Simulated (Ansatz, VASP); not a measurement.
## Two plane-wave programs on Ni

The input INCAR:

```
SYSTEM = Ni
PREC = Accurate
ENCUT = 600
EDIFF = 1E-6
ISMEAR = 0
SIGMA = 0.2
LREAL = .FALSE.
LASPH = .TRUE.
NELM = 150
ALGO = Fast
ISIF = 3
LWAVE = .FALSE.
LCHARG = .FALSE.
ISPIN = 2
MAGMOM = 0.75
LORBIT = 11
LMAXMIX = 4
GGA = PE
IBRION = 2
NSW = 80
EDIFFG = -0.001
```

File KPOINTS:

```
regular mesh
0
G
  20 20 20
  0 0 0
```

Contents of POSCAR:

```
Ni
1.0
    0.0000000000      1.7592379080      1.7592379080
    1.7592379080      0.0000000000      1.7592379080
    1.7592379080      1.7592379080      0.0000000000
Ni
1
Direct
    0.0000000000      0.0000000000      0.0000000000
```

Input for Ansatz:

```yaml
crystal:
  lattice:
    - [0.0, 1.759237908, 1.759237908]
    - [1.759237908, 0.0, 1.759237908]
    - [1.759237908, 1.759237908, 0.0]
  atoms:
    - { symbol: Ni, position: [0.0, 0.0, 0.0], spin: 0.75 }
basis:
  ecutwfc: 420
kpoints:
  mp_grid: { grid: [20, 20, 20] }
hamiltonian:
  xc: pbe
scf:
  occupations: { method: gaussian, width: 0.2 }
output:
  forces: true
  stress: true
  eigenvalues: true
  populations: true
magnetization:
  spin_polarized: true
relax:
  adjacent_minimum: "off"
  f_tol: 0.001
  max_steps: 60
  cell: { stress_tol: 0.01 }
```

Alike in both runs: task relaxation of cell and atoms; functional PBE; k mesh 20 × 20 × 20; occupations gaussian, width 0.2 eV; collinear spin.

|  | VASP | Ansatz |
| --- | --- | --- |
| version | VASP 6.6.1 | Ansatz 0.2.0 |
| potentials or method | VASP PAW PBE potentials, release 64 (Ni), cutoff 600 eV | scalar-relativistic, plane waves, PAW |
| valence electrons in the cell | 10 | 18 |

Ansatz gave:

```
gap on the k mesh at the Fermi level, each at its own relaxed structure (eV) : none
net moment per atom (μB)                                                     : 0.63
size of the moment on the site where the two differ most (μB)                : 0.67
relaxed volume (Å³/atom)                                                     : 10.90
relaxed length of the cell vector where the two differ most in proportion (Å)              : 2.489
```

Q: What did VASP give for the same quantities?

A: gap on the k mesh at the Fermi level, each at its own relaxed structure (eV): none; net moment per atom (μB): 0.62; size of the moment on the site where the two differ most (μB): 0.64; relaxed volume (Å³/atom): 10.89; relaxed length of the cell vector where the two differ most in proportion (Å): 2.488.

Site moments also hang on the region over which each program counts them. A gap of «none» marks a metal or a gap that the smearing closes. VASP's potentials hold 10 valence electrons a cell and Ansatz's 18, so a difference there can come from the potentials and not from the codes.
